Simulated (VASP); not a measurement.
# SiO2 (P4_2/mnm) in VASP: single point with PBE

Aim: the single point of SiO2 with PBE.

Program: VASP 6.6.1. These are calculated values, not measurements. Logs are shortened: lines on timing, memory, paths and dates and some standing lists are left out, and cuts for length are marked.

**1. The cell of the first run**

It takes space group P4_2/mnm (No. 136, tetragonal). The conventional cell has a = 4.243 Å, b = 4.243 Å, c = 2.708 Å, α = 90.00°, β = 90.00°, γ = 90.00°. Within 2.4 Å of Si (site symmetry mmm) lie 6 O at 1.78 to 1.84 Å. O (site symmetry m2m) has 3 Si at 1.78 to 1.84 Å and 1 O at 2.32 Å within 2.4 Å.

**2. Single point, PBE, non-collinear spin, zero start, spin-orbit coupling**

Contents of INCAR:

```
SYSTEM = SiO2
PREC = Accurate ; ENCUT = 520
EDIFF = 1E-6 ; ISMEAR = -1
SIGMA = 0.1 ; LREAL = .FALSE.
LASPH = .TRUE. ; NELM = 150
ALGO = Normal ; ISIF = 2
LWAVE = .FALSE. ; LCHARG = .FALSE.
LNONCOLLINEAR = .TRUE. ; MAGMOM = 0 0 0 0 0 0 0 0 0 0 0 0 0 0 0 0 0 0
LORBIT = 11 ; LSORBIT = .TRUE.
GGA_COMPAT = .FALSE. ; LORBMOM = .TRUE.
GGA = PE ; NBANDS = 48
```

Contents of KPOINTS:

```
Automatic mesh
0
G
  5 5 8
  0 0 0
```

Contents of POSCAR:

```
SiO2
1.0
    4.2426340600      0.0000000000      0.0000000000
    0.0000000000      4.2426340600      0.0000000000
    0.0000000000      0.0000000000      2.7077101400
Si O
2 4
Direct
    0.0000000000      0.0000000000      0.0000000000
    0.5000000000      0.5000000000      0.5000000000
    0.3067000000      0.3067000000      0.0000000000
    0.1933000000      0.8067000000      0.5000000000
    0.6933000000      0.6933000000      0.0000000000
    0.8067000000      0.1933000000      0.5000000000
```

Potentials or basis: VASP PAW PBE potentials, release 64 (Si, O).

On the command line:

```console
$ cat potpaw_PBE.64/Si/POTCAR potpaw_PBE.64/O/POTCAR > POTCAR
$ mpirun -np 1 vasp_ncl > vasp.out
```

OUTCAR:

```text
SYSTEM = SiO2
   PREC = Accurate
   ENCUT = 520
   EDIFF = 1E-6
   ISMEAR = -1
   LREAL = .FALSE.
   LASPH = .TRUE.
   NELM = 150
   ISIF = 2
   LNONCOLLINEAR = .TRUE.
   LORBIT = 11
   LSORBIT = .TRUE.
   GGA = PE

 ion  position               nearest neighbor table
   1  0.000  0.000  0.000-   4 1.78   6 1.78   4 1.78   6 1.78   5 1.84   3 1.84
   2  0.500  0.500  0.500-   3 1.78   5 1.78   3 1.78   5 1.78   4 1.84   6 1.84
   3  0.307  0.307  0.000-   2 1.78   2 1.78   1 1.84
   4  0.193  0.807  0.500-   1 1.78   1 1.78   2 1.84
   5  0.693  0.693  0.000-   2 1.78   2 1.78   1 1.84
   6  0.807  0.193  0.500-   1 1.78   1 1.78   2 1.84

  LATTYP: Found a simple tetragonal cell.
 ALAT       =     4.2426340600
 C/A-ratio  =     0.6382143974

  Lattice vectors:

 A1 = (   4.2426340600,   0.0000000000,   0.0000000000)
 A2 = (   0.0000000000,   4.2426340600,   0.0000000000)
 A3 = (   0.0000000000,   0.0000000000,   2.7077101400)

Analysis of symmetry for initial positions (statically):
=====================================================================
 Subroutine PRICEL returns:
 Original cell was already a primitive cell.

 Routine SETGRP: Setting up the symmetry group for a
 simple tetragonal supercell.

 Subroutine GETGRP returns: Found 16 space group operations
 (whereof  8 operations were pure point group operations)
 out of a pool of 16 trial point group operations.

The static configuration has the point symmetry D_2h.
 The point group associated with its full space group is D_4h.

Analysis of symmetry for dynamics (positions and initial velocities):
=====================================================================
 Subroutine PRICEL returns:
 Original cell was already a primitive cell.

 Routine SETGRP: Setting up the symmetry group for a
 simple tetragonal supercell.

 Subroutine GETGRP returns: Found 16 space group operations
 (whereof  8 operations were pure point group operations)
 out of a pool of 16 trial point group operations.

The dynamic configuration has the point symmetry D_2h.
 The point group associated with its full space group is D_4h.

Analysis of structural, dynamic, and magnetic symmetry:
=====================================================================
 Subroutine PRICEL returns:
 Original cell was already a primitive cell.

 Routine SETGRP: Setting up the symmetry group for a
 simple tetragonal supercell.

 Subroutine GETGRP returns: Found 16 space group operations
 (whereof  8 operations were pure point group operations)
 out of a pool of 16 trial point group operations.

The overall configuration has the point symmetry D_2h.
 The point group associated with its full space group is D_4h.

 Subroutine INISYM returns: Found 16 space group operations
 (whereof  8 operations are pure point group operations),
 and found     1 'primitive' translations

----------------------------------------------------------------------------------------

                                     Primitive cell

  volume of cell :      48.7386

  direct lattice vectors                    reciprocal lattice vectors
     4.242634060  0.000000000  0.000000000     0.235702629  0.000000000  0.000000000
     0.000000000  4.242634060  0.000000000     0.000000000  0.235702629  0.000000000
     0.000000000  0.000000000  2.707710140     0.000000000  0.000000000  0.369315750

  length of vectors
     4.242634060  4.242634060  2.707710140     0.235702629  0.235702629  0.369315750

  position of ions in fractional coordinates (direct lattice)
     0.000000000  0.000000000  0.000000000
     0.500000000  0.500000000  0.500000000
     0.306700000  0.306700000  0.000000000
     0.193300000  0.806700000  0.500000000
     0.693300000  0.693300000  0.000000000
     0.806700000  0.193300000  0.500000000

  ion indices of the primitive-cell ions
   primitive index   ion index
                 1           1
                 2           2
                 3           3
                 4           4
                 5           5
                 6           6
[... 126 lines left out ...]
 cond. band min:      12.4480895477   @ k =   0.0000   0.0000   0.0000
 fundamental gap:      4.8308973361
 Fermi energy:         9.5295431222

 k-point     1 :       0.0000    0.0000    0.0000
  band No.  band energies     occupation
      1     -14.4954      1.00000
      2     -14.4954      1.00000
      3     -11.0799      1.00000
      4     -11.0799      1.00000
      5     -11.0766      1.00000
      6     -11.0766      1.00000
[... 1117 lines left out ...]
     43      19.2909      0.00000
     44      19.2909      0.00000

 [... further k-points ...]

 [bands above 44 left out]

------------------------ aborting loop because EDIFF is reached ----------------------------------------

  FORCE on cell =-STRESS in cart. coord.  units (eV):
  Direction    XX          YY          ZZ          XY          YZ          ZX
  --------------------------------------------------------------------------------------
  -------------------------------------------------------------------------------------
  Total       -0.7207628     -0.7207628     -1.3040716      0.0000000      0.0000000      0.0000000
  in kB      -23.6935217    -23.6935217    -42.8685420      0.0000000      0.0000000      0.0000000
  external PRESSURE =     -30.0851951 kB  Pullay stress =       0.0000000 kB

 VOLUME and BASIS-vectors are now :
 -----------------------------------------------------------------------------
  energy-cutoff  :      520.00
  volume of cell :       48.74
      direct lattice vectors                 reciprocal lattice vectors
     4.242634060  0.000000000  0.000000000     0.235702629  0.000000000  0.000000000
     0.000000000  4.242634060  0.000000000     0.000000000  0.235702629  0.000000000
     0.000000000  0.000000000  2.707710140     0.000000000  0.000000000  0.369315750

 POSITION                                       TOTAL-FORCE (eV/Angst)
 -----------------------------------------------------------------------------------
      0.00000      0.00000      0.00000         0.000000     -0.000000     -0.000000
      2.12132      2.12132      1.35386         0.000000     -0.000000     -0.000000
      1.30122      1.30122      0.00000         0.044225      0.044225      0.000000
      0.82010      3.42253      1.35386        -0.044225      0.044225     -0.000000
      2.94142      2.94142      0.00000        -0.044225     -0.044225     -0.000000
      3.42253      0.82010      1.35386         0.044225     -0.044225      0.000000
 -----------------------------------------------------------------------------------
    total drift:                                0.000000      0.000000      0.000000

  FREE ENERGIE OF THE ION-ELECTRON SYSTEM (eV)
  ---------------------------------------------------
  free  energy   TOTEN  =       -46.3134037112 eV

  energy  without entropy=      -46.3134037110  energy(sigma->0) =      -46.31340371

 orbital moment (x)

 # of ion     p       tot
 --------------------------------
  1         0.000   0.000
  2         0.000   0.000
  3        -0.000  -0.000
  4         0.000   0.000
  5        -0.000  -0.000
  6         0.000   0.000
 --------------------------------
           -0.000  -0.000

 orbital moment (y)

 # of ion     p       tot
 --------------------------------
  1         0.000   0.000
  2         0.000   0.000
  3         0.000   0.000
  4         0.000   0.000
  5         0.000   0.000
  6         0.000   0.000
 --------------------------------
            0.000   0.000

 orbital moment (z)

 # of ion     p       tot
 --------------------------------
  1        -0.000  -0.000
  2        -0.000  -0.000
  3         0.000   0.000
  4        -0.000  -0.000
  5        -0.000  -0.000
  6        -0.000  -0.000
 --------------------------------
           -0.000  -0.000

 Spin-Orbit-Coupling matrix elements

 Ion:    1  E_soc:     -0.0002202
 l=   1
     0.0000000    -0.0000369    -0.0000363
    -0.0000369     0.0000000    -0.0000369
    -0.0000363    -0.0000369     0.0000000
 l=   2
     0.0000000     0.0000000     0.0000000     0.0000000     0.0000000
     0.0000000     0.0000000     0.0000000     0.0000000     0.0000000
     0.0000000     0.0000000     0.0000000     0.0000000     0.0000000
     0.0000000     0.0000000     0.0000000     0.0000000     0.0000000
     0.0000000     0.0000000     0.0000000     0.0000000     0.0000000
 l=   3
     0.0000000     0.0000000     0.0000000     0.0000000     0.0000000     0.0000000     0.0000000
     0.0000000     0.0000000     0.0000000     0.0000000     0.0000000     0.0000000     0.0000000
     0.0000000     0.0000000     0.0000000     0.0000000     0.0000000     0.0000000     0.0000000
     0.0000000     0.0000000     0.0000000     0.0000000     0.0000000     0.0000000     0.0000000
[... 89 lines left out ...]
 l=   2
     0.0000000     0.0000000     0.0000000     0.0000000     0.0000000
     0.0000000     0.0000000     0.0000000     0.0000000     0.0000000
     0.0000000     0.0000000     0.0000000     0.0000000     0.0000000
     0.0000000     0.0000000     0.0000000     0.0000000     0.0000000
     0.0000000     0.0000000     0.0000000     0.0000000     0.0000000
 l=   3
     0.0000000     0.0000000     0.0000000     0.0000000     0.0000000     0.0000000     0.0000000
     0.0000000     0.0000000     0.0000000     0.0000000     0.0000000     0.0000000     0.0000000
     0.0000000     0.0000000     0.0000000     0.0000000     0.0000000     0.0000000     0.0000000
     0.0000000     0.0000000     0.0000000     0.0000000     0.0000000     0.0000000     0.0000000
     0.0000000     0.0000000     0.0000000     0.0000000     0.0000000     0.0000000     0.0000000
     0.0000000     0.0000000     0.0000000     0.0000000     0.0000000     0.0000000     0.0000000
     0.0000000     0.0000000     0.0000000     0.0000000     0.0000000     0.0000000     0.0000000

 total charge

# of ion       s       p       d       tot
------------------------------------------
    1        0.582   0.835   0.000   1.417
    2        0.582   0.835   0.000   1.417
    3        1.548   3.657   0.000   5.205
    4        1.548   3.657   0.000   5.205
    5        1.548   3.657   0.000   5.205
    6        1.548   3.657   0.000   5.205
--------------------------------------------------
tot          7.357  16.297   0.000  23.654

 magnetization (x)

# of ion       s       p       d       tot
------------------------------------------
    1        0.000   0.000   0.000   0.000
    2        0.000   0.000   0.000   0.000
    3        0.000   0.000   0.000   0.000
    4        0.000   0.000   0.000   0.000
    5        0.000   0.000   0.000   0.000
    6        0.000   0.000   0.000   0.000
--------------------------------------------------
tot          0.000   0.000   0.000   0.000

 magnetization (y)

# of ion       s       p       d       tot
------------------------------------------
    1        0.000   0.000   0.000   0.000
    2        0.000   0.000   0.000   0.000
    3        0.000   0.000   0.000   0.000
    4        0.000   0.000   0.000   0.000
    5        0.000   0.000   0.000   0.000
    6        0.000   0.000   0.000   0.000
--------------------------------------------------
tot          0.000   0.000   0.000   0.000

 magnetization (z)

# of ion       s       p       d       tot
------------------------------------------
    1        0.000  -0.000   0.000  -0.000
    2        0.000  -0.000   0.000  -0.000
    3        0.000   0.000   0.000   0.000
    4        0.000   0.000   0.000   0.000
    5        0.000   0.000   0.000   0.000
    6        0.000   0.000   0.000   0.000
--------------------------------------------------
tot          0.000  -0.000   0.000  -0.000
```

It took 2.2 min on 1 thread of Intel Xeon 8259CL, shared host; peak memory 0.28 GiB.

Results:

```
Free energy                                           : -46.3134 eV
Pressure                                              : -3.0 GPa
Largest force                                         : 0.063 eV/Å
Net moment                                            : 0.00 μB per cell
Valence electrons inside the program's atomic spheres : Si 1.42; O 5.21
```

Forces on the atoms (eV/Å):
```
Si   0.000  0.000  0.000
Si   0.000  0.000  0.000
O    0.044  0.044  0.000
O   -0.044  0.044  0.000
O   -0.044 -0.044  0.000
O    0.044 -0.044  0.000
```

Moments on the atoms (μB; x, y, z):
```
Si  0.00 0.00 0.00
Si  0.00 0.00 0.00
O   0.00 0.00 0.00
O   0.00 0.00 0.00
O   0.00 0.00 0.00
O   0.00 0.00 0.00
```

Caveat: the cell stands under tension.
